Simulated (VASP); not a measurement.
Input of a VASP 6.6.1 run:

Contents of INCAR:

```
SYSTEM = CaH8Cl2O4
PREC = Accurate ; ENCUT = 520
EDIFF = 1E-7 ; ISMEAR = -1
SIGMA = 0.05 ; LREAL = Auto
LASPH = .True. ; NELM = 80
ALGO = Normal ; ISIF = 2
LWAVE = .False. ; LCHARG = .False.
GGA = PE ; IVDW = 12
NBANDS = 41
```

The input KPOINTS:

```
regular mesh
0
Gamma
  1 1 1
  0 0 0
```

File POSCAR:

```
CaH8Cl2O4
1.0
    6.2299620000      0.0000000000      0.0000000000
    0.0000000000      6.2299620000      0.0000000000
    0.0000000000      0.0000000000      6.2299620000
O H Ca Cl
4 8 1 2
Direct
    0.5559344164      0.7954076555      0.2323940791
    0.8140890413      0.0687896785      0.6914909311
    0.0556979057      0.5001638773      0.3842298089
    0.6086059591      0.5677643239      0.6812661997
    0.7080581554      0.8407908735      0.2059748693
    0.4672573607      0.8962459611      0.1499951765
    0.8800914056      0.0252861613      0.8286379987
    0.8429749890      0.2216741699      0.6908074310
    0.0179361644      0.3868903451      0.2818103518
    0.0216071342      0.6381739165      0.3056104752
    0.6657260048      0.7094492196      0.7148590045
    0.5545059441      0.4978731512      0.8161192212
    0.4278998576      0.4901305698      0.3703123704
    0.0078334753      0.9075984505      1.1239535783
    0.3936747863      0.2844495462      1.0069887044
```

Potentials or basis: VASP PAW PBE potentials, release 64 (O, H, Ca_sv, Cl).

Command:

```bash
$ cat potpaw_PBE.64/O/POTCAR potpaw_PBE.64/H/POTCAR potpaw_PBE.64/Ca_sv/POTCAR potpaw_PBE.64/Cl/POTCAR > POTCAR
$ mpirun -np 1 vasp_gam > vasp.out
```

(1) What does it give for the pressure?

(2) Predict the largest force.

(3) What does it give for the dispersion energy per atom?

Answers

(1) 0.0 GPa.

(2) 0.297 eV/Å.

(3) -0.055 eV.

Caveat: the k points lie up to 1.01 Å⁻¹ apart, too coarse for converged energies, forces and pressures.
